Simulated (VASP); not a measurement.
Set up this calculation in VASP 6.6.1, as the native input.

```
Task                   : single point
Functional             : PBE
Potentials or basis    : VASP PAW PBE potentials, release 64 (Pd)
Cutoff                 : 520 eV
k mesh                 : 17 × 17 × 17
Occupations            : fermi-dirac, width 0.1 eV
Spin                   : no spin polarisation
Dipole correction      : no
Further INCAR settings : ALGO = Normal; EDIFF = 1e-06; NBANDS = 11
```

The structure of Pd lies in POSCAR:

```
Pd
1.0
    0.0000000000      1.9728655624      1.9728655624
    1.9728655624      0.0000000000      1.9728655624
    1.9728655624      1.9728655624      0.0000000000
Pd
1
Direct
    0.0000000000      0.0000000000      0.0000000000
```

These files were run (other wordings do the same):

INCAR

```
PREC = Accurate
ENCUT = 520
EDIFF = 1E-6
ISMEAR = -1
SIGMA = 0.1
LREAL = F
LASPH = T
NELM = 100
ALGO = Normal
ISIF = 2
LWAVE = F
LCHARG = F
GGA = PE
NBANDS = 11
```

KPOINTS

```
regular mesh
0
Gamma
  17 17 17
```

Potentials or basis: VASP PAW PBE potentials, release 64 (Pd).

Launch:

```sh
$ cat potpaw_PBE.64/Pd/POTCAR > POTCAR
$ mpirun -np 1 vasp_std > vasp.out
```

It gave:

- Pressure: -0.3 GPa
- Band gap on the k mesh: zero (band 5 reaches 9.35 eV, above the bottom of band 6 at 7.90 eV)

It took 22 s on 1 thread of AMD EPYC 7R43 64-Core Processor (Zen 3), with other jobs on the host, peak memory 0.13 GiB.
